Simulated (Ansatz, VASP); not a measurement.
This is a calculation of ZnO for VASP 6.6.1.

The input POSCAR:

```
ZnO
1.0
    3.2493080000      0.0000000000      0.0000000000
   -1.6246540000      2.8139832727      0.0000000000
    0.0000000000      0.0000000000      5.2057090000
Zn O
2 2
Direct
    0.6666666667      0.3333333333      0.0000000000
    0.3333333333      0.6666666667      0.5000000000
    0.3333333333      0.6666666667      0.8790100000
    0.6666666667      0.3333333333      0.3790100000
```

INCAR.step1

```
PREC = Accurate
ENCUT = 520
ISMEAR = 0
SIGMA = 0.1
LREAL = False
LASPH = True
NELM = 80
NBANDS = 26
GGA = PE
ALGO = Normal
EDIFF = 1E-4
LWAVE = True
LCHARG = False
```

The input INCAR.step2:

```
PREC = Accurate
ENCUT = 520
EDIFF = 1E-7
ISMEAR = 0
SIGMA = 0.1
LREAL = False
LASPH = True
NELM = 80
ALGO = Normal
ISIF = 2
LWAVE = False
LCHARG = True
METAGGA = R2SCAN
LMIXTAU = True
LUSE_VDW = True
IVDW_NL = 2
BPARAM = 11.95
CPARAM = 0.0093
LELF = True
LVHAR = True
NBANDS = 26
ISTART = 1
```

File KPOINTS:

```
Automatic mesh
0
Gamma
  9 9 5
```

Potentials or basis: VASP PAW PBE potentials, release 64 (Zn, O).

Command:

```console
$ cat potpaw_PBE.64/Zn/POTCAR potpaw_PBE.64/O/POTCAR > POTCAR
$ cp INCAR.step1 INCAR
$ mpirun -np 1 vasp_std > vasp.out
$ cp INCAR.step2 INCAR
$ mpirun -np 1 vasp_std > vasp.out
```

Translate it to Ansatz 0.2.0. Potentials there: Ansatz PAW.

As run (the cutoff follows the program's own potentials):

The input input.yaml:

```yaml
crystal:
  lattice:
    - [3.249308, 0.0, 0.0]
    - [-1.624654, 2.8139832727, 0.0]
    - [0.0, 0.0, 5.205709]
  atoms:
    - { symbol: Zn, position: [0.6666666667, 0.3333333333, 0.0] }
    - { symbol: Zn, position: [0.3333333333, 0.6666666667, 0.5] }
    - { symbol: O, position: [0.3333333333, 0.6666666667, 0.87901] }
    - { symbol: O, position: [0.6666666667, 0.3333333333, 0.37901] }
hamiltonian:
  xc: r2scan
  pseudopotentials: { kind: paw }
  dispersion: rvv10
kpoints:
  mp_grid: { grid: [9, 9, 5] }
scf:
  occupations: { method: gaussian, width: 0.1 }
output:
  forces: true
  stress: true
  eigenvalues: true
```

Potentials or basis: Ansatz PAW.

Launch:

```console
$ ansatz run input.yaml --threads 2 --pin off --max-ram 5632MiB --backend cpu --events-out ev --progress --plain --runs-dir out
```

Both were run:

|  | VASP | Ansatz | Ansatz less VASP |
| --- | --- | --- | --- |
| gap on the k mesh at the Fermi level (eV) | 1.17 | 1.18 | +0.002 |
| least direct gap on the mesh (eV) | 1.17 | 1.18 | +0.002 |
| pressure (GPa) | -1.4 | -2.5 | -1.07 |
| traceless stress, the component that is largest in VASP (GPa) | 1.17 | 1.04 | -0.129 |
| rms of the force components (eV/Å) | 0.050 | 0.040 | -0.0093 |

VASP's potentials were made for PBE, not for r2SCAN. Atom by atom the forces differ by 0.009 eV/Å (rms over components).

Noted on Ansatz's run: odd divisions of the mesh miss points on the zone boundary, where band edges often lie, so the gap on the mesh can be too wide.
